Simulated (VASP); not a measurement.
Here is a VASP 6.6.1 calculation.

Contents of INCAR:

```
PREC = Accurate
ENCUT = 520
EDIFF = 1E-6
ISMEAR = -1
SIGMA = 0.1
LREAL = False
LASPH = True
NELM = 60
ALGO = Normal
ISIF = 2
LWAVE = False
LCHARG = False
GGA = PE
NBANDS = 20
```

The input KPOINTS:

```
Automatic mesh
0
Gamma
  11 11 15
```

The input POSCAR:

```
Co
1.0
    3.8567457553      0.0000000000      0.0000000000
   -1.9283728777      3.3400398000      0.0000000000
    0.0000000000      0.0000000000      2.3640229187
Co
3
Direct
    0.0000000000      0.0000000000      0.0000000000
    0.3333333333      0.6666666667      0.5000000000
    0.6666666667      0.3333333333      0.5000000000
```

Potentials or basis: VASP PAW PBE potentials, release 64 (Co).

Launch:

```bash
$ cat potpaw_PBE.64/Co/POTCAR > POTCAR
$ mpirun -np 1 vasp_std > vasp.out
```

Question: Predict the band gap on the k mesh.

Answer: Zero (an odd number of electrons rules out a gap without spin polarisation).

Question: Estimate the pressure.

Answer: 9.7 GPa.

Stress tensor (GPa, compression positive):
```
9.79 0.00 0.00
0.00 9.79 0.00
0.00 0.00 9.47
```

Caveat: the cell stands under pressure; the run has no spin polarisation, though such a crystal can be magnetic. Spin polarisation is off, so any magnetic state and its effect on volume and gap are missing.
